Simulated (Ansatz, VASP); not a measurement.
# SrO: VASP beside Ansatz

INCAR

```
  PREC = Accurate
  ENCUT = 520
  EDIFF = 1E-8
  ISMEAR = -1
  SIGMA = 0.02
  LREAL = F
  LASPH = T
  NELM = 100
  ALGO = Normal
  ISIF = 2
  LWAVE = F
  LCHARG = F
  GGA = PE
  LEFG = T
  NBANDS = 15
```

File KPOINTS:

```
Automatic mesh
0
Gamma
  8 8 8
```

POSCAR

```
SrO
1.0
    0.0513960000      2.5954980000      2.5954980000
    2.5954980000      0.0513960000      2.5954980000
    2.5954980000      2.5954980000      0.0513960000
Sr O
1 1
Direct
    0.0000000000      0.0000000000      0.0000000000
    0.5000000000      0.5000000000      0.5000000000
```

Input for Ansatz:

```yaml
crystal:
  lattice:
    - [0.051396, 2.595498, 2.595498]
    - [2.595498, 0.051396, 2.595498]
    - [2.595498, 2.595498, 0.051396]
  atoms:
    - { symbol: Sr, position: [0.0, 0.0, 0.0] }
    - { symbol: O, position: [0.5, 0.5, 0.5] }
kpoints:
  mp_grid: { grid: [8, 8, 8] }
scf:
  occupations: { method: fermi_dirac, width: 0.02 }
hamiltonian:
  xc: pbe
  pseudopotentials: { kind: paw }
output:
  forces: true
  stress: true
  eigenvalues: true
  efg: { contact_densities: true }
```

Change from the starting cell: equal xy, yz and zx shear strains of +2 %, PAW files.

Alike in both runs: task electric field gradients; functional PBE; k mesh 8 × 8 × 8; occupations fermi-dirac, width 0.02 eV; no spin polarisation.

|  | VASP | Ansatz |
| --- | --- | --- |
| version | VASP 6.6.1 | Ansatz 0.2.0 |
| potentials or method | VASP PAW PBE potentials, release 64 (Sr_sv, O) | PAW with Ansatz's default frozen-core files, scalar-relativistic |
| plane-wave cutoff (eV) | 520 | 420 |
| valence electrons in the cell | 16 | 16 |

```tsv
	VASP	Ansatz	Ansatz less VASP
gap on the k mesh at the Fermi level (eV)	3.23	3.28	+0.049
pressure (GPa)	3.5	2.9	-0.59
traceless stress, the component that is largest in VASP (GPa)	-1.14	-1.14	0.000
size of Vzz on the site where it differs most (V/Å²)	15.4	15.7	+0.26
```
